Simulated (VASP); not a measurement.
# Y: relaxation of cell and atoms with PBE

Crystal: Y.

```xyz
2
Lattice="3.3723 0.0000 0.0000 -1.6862 2.9205 0.0000 0.0000 0.0000 5.4631" Properties=species:S:1:pos:R:3 pbc="T T T"
Y     0.0000    1.9470    1.3658
Y     1.6862    0.9735    4.0974
```

```json
{
  "Program": "VASP 6.6.1",
  "Task": "relaxation of cell and atoms",
  "Functional": "PBE",
  "Potentials or basis": "VASP PAW PBE potentials, release 64 (Y_sv)",
  "Cutoff": "600 eV",
  "k mesh": "14 × 14 × 8",
  "Occupations": "fermi-dirac, width 0.08 eV",
  "Spin": "no spin polarisation",
  "Dipole correction": "no",
  "Further INCAR settings": "ALGO = Normal; EDIFF = 1e-07; IBRION = 2; EDIFFG = -0.005; NSW = 100; ISIF = 3"
}
```

The relaxed volume is 32.82 Å³/atom. The relaxed cell is a = 3.650 Å, b = 3.650 Å, c = 5.688 Å, α = 90.00°, β = 90.00°, γ = 120.00° and the space group after relaxing (to 0.1 Å) is P6_3/mmc (No. 194). The energy gained by relaxing is 176.0 meV/atom and the ionic steps are 9. The pressure after relaxing is 0.0 GPa and the band gap on the k mesh is zero (bands 11 and 12 overlap by 1.46 eV).

Step by step:
```
step  energy change (eV)  largest force (eV/Å)  pressure (GPa)  volume (Å³)
   1              0.0000                0.0000           10.50        53.81
   2             -0.3303                0.0000           -1.72        68.73
   3             -0.3464                0.0000            0.01        65.63
   4             -0.3464                0.0000           -0.15        65.88
   5             -0.3507                0.0000           -0.14        65.87
   6             -0.3518                0.0000           -0.13        65.85
   7             -0.3518                0.0000           -0.13        65.85
   8             -0.3519                0.0000            0.05        65.56
   9             -0.3519                0.0000            0.00        65.63
```

Final structure:
```
CELL_PARAMETERS angstrom
3.65018 0.00000 0.00000
-1.82509 3.16115 0.00000
0.00000 0.00000 5.68796
ATOMIC_POSITIONS crystal
Y 0.33333 0.66667 0.25000
Y 0.66667 0.33333 0.75000
```

Levels at points of the mesh, in eV from the Fermi level:
```csv
k point,band 8,band 9,band 10,band 11,band 12,band 13,band 14,band 15
"(0.00, 0.00, 0.00)",-22.36,-4.68,-1.84,0.94,1.75,1.75,2.10,2.36
"(0.50, 0.00, 0.00)",-22.45,-1.67,-1.18,-0.80,-0.12,1.43,1.45,2.10
"(0.00, 0.00, 0.50)",-22.44,-3.23,-3.23,0.98,0.98,1.66,1.66,1.66
"(0.50, 0.00, 0.50)",-22.51,-1.64,-1.64,0.08,0.08,1.39,1.39,2.75
```

Wall time 5.6 min on 1 thread of Intel(R) Xeon(R) 6975P-C (Granite Rapids), on a shared host, peak memory 0.29 GiB.

Caveat: the volume moved by over 15 % at a fixed basis, so the end points are rough.
